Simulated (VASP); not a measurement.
TbHgAsO: single point with PBE

The system is TbHgAsO.

```
Tb Hg As O
1.0
     4.21181    0.00000    0.00000
     0.00000    4.21181    0.00000
     0.00000    0.00000    8.44478
Tb Hg As O
2 2 2 2
Direct
  0.25000 0.25000 0.13338
  0.75000 0.75000 0.86662
  0.75000 0.25000 0.50000
  0.25000 0.75000 0.50000
  0.25000 0.25000 0.66640
  0.75000 0.75000 0.33360
  0.75000 0.25000 0.00000
  0.25000 0.75000 0.00000
```

```json
{
 "Program": "VASP 6.6.1",
 "Task": "single point",
 "Functional": "PBE",
 "Potentials or basis": "VASP PAW PBE potentials, release 64 (Tb, Hg, As, O)",
 "Cutoff": "520 eV",
 "k mesh": "6 × 6 × 3",
 "Occupations": "fermi-dirac, width 0.1 eV",
 "Spin": "collinear spin, antiferromagnetic start",
 "Starting moments": "[6.0, -6.0, 0.0, 0.0, 0.0, 0.0, 0.0, 0.0] μB"
}
```

```json
{
  "Pressure": "10.3 GPa",
  "Largest force": "4.565 eV/Å",
  "Band gap on the k mesh": "zero (filled and empty bands overlap)",
  "Net moment": "0.00 μB per cell",
  "Site moments": "Tb +5.69, -5.69; Hg +0.00; As +0.00, -0.00; O +0.00 μB",
  "Valence electrons inside the program's atomic spheres": "Tb 16.20; Hg 10.82; As 2.86; O 4.98"
}
```

Forces on the atoms (eV/Å):
```
Tb   0.000  0.000 -1.784
Tb   0.000  0.000  1.784
Hg   0.000  0.000  0.000
Hg   0.000  0.000  0.000
As   0.000  0.000  4.565
As   0.000  0.000 -4.565
O    0.000  0.000  0.000
O    0.000  0.000  0.000
```

Stress tensor (GPa, compression positive):
```
 9.57  0.00  0.00
 0.00  9.57  0.00
 0.00  0.00 11.89
```

Levels at points of the mesh, in eV from the Fermi level:
Spin up:
| k point | band 39 | band 40 | band 41 | band 42 | band 43 | band 44 | band 45 | band 46 |
| --- | --- | --- | --- | --- | --- | --- | --- | --- |
| (0.00, 0.00, 0.00) | -0.72 | 0.02 | 0.02 | 0.19 | 0.21 | 0.21 | 0.24 | 0.49 |
| (0.50, 0.00, 0.00) | -1.22 | -1.03 | -0.98 | -0.02 | 0.00 | 0.30 | 0.41 | 0.48 |
| (0.50, 0.50, 0.00) | -2.54 | -2.48 | -2.48 | -0.02 | -0.02 | 0.43 | 0.50 | 0.50 |
Spin down:
```tsv
k point	band 40	band 41	band 42	band 43	band 44	band 45
(0.00, 0.00, 0.00)	0.02	0.02	0.19	0.21	0.21	0.24
(0.50, 0.00, 0.00)	-1.03	-0.98	-0.02	0.00	0.30	0.41
(0.50, 0.50, 0.00)	-2.48	-2.48	-0.02	-0.02	0.43	0.50
```

Wall time 29 min on 1 thread of AMD EPYC 9R45 96-Core Processor (Zen 5), on a shared host, peak memory 0.46 GiB.

Caveat: the magnetic or orbital state may not be the lowest; the cell stands under pressure; spin-orbit coupling is left out, which moves the levels of the heavy elements; semilocal functionals describe open f shells poorly, which spoils levels, moments and volumes; forces of over 1 eV/Å act on the atoms, so gaps and moduli don't describe the material at rest. With open d or f shells a metallic result of PBE can be an artefact of self-interaction; +U or a hybrid may open a gap.
